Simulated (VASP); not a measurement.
Here is a VASP 6.6.1 calculation.

The input POSCAR:

```
GaP
1.0
    0.0000000000      2.7252500000      2.7252500000
    2.7252500000      0.0000000000      2.7252500000
    2.7252500000      2.7252500000      0.0000000000
Ga P
1 1
Direct
    0.0000000000      0.0000000000      0.0000000000
    0.7500000000      0.7500000000      0.7500000000
```

INCAR.step1

```
SYSTEM = GaP
PREC = Accurate
ENCUT = 520
EDIFF = 1E-5
ISMEAR = -1
SIGMA = 0.05
LREAL = .False.
LASPH = .True.
NELM = 60
ALGO = Normal
ISIF = 2
LWAVE = .True.
LCHARG = .False.
NBANDS = 16
GGA = PE
```

File INCAR.step2:

```
SYSTEM = GaP
PREC = Accurate
ENCUT = 520
EDIFF = 1E-6
ISMEAR = -1
SIGMA = 0.05
LREAL = .False.
LASPH = .True.
NELM = 60
ALGO = Normal
ISIF = 2
LWAVE = .False.
LCHARG = .False.
GGA = PE
LHFCALC = .True.
AEXX = 1.0
ALDAC = 0.0
AGGAC = 0.0
PRECFOCK = Normal
NBANDS = 16
ISTART = 1
```

KPOINTS

```
Automatic mesh
0
Gamma
  4 4 4
  0 0 0
```

Potentials or basis: VASP PAW PBE potentials, release 64 (Ga_d, P).

The run is started by

```bash
$ cat potpaw_PBE.64/Ga_d/POTCAR potpaw_PBE.64/P/POTCAR > POTCAR
$ cp INCAR.step1 INCAR
$ mpirun -np 1 vasp_std > vasp.out
$ cp INCAR.step2 INCAR
$ mpirun -np 1 vasp_std > vasp.out
```

Q: Estimate the pressure.

A: 5.2 GPa.

Q: What does it give for the band gap on the k mesh?

A: 7.87 eV (least direct gap 9.44 eV).

Caveat: the k points lie up to 0.50 Å⁻¹ apart; the PAW data sets were made with another functional, which shifts forces and pressure a little. A k mesh can miss the band edges.
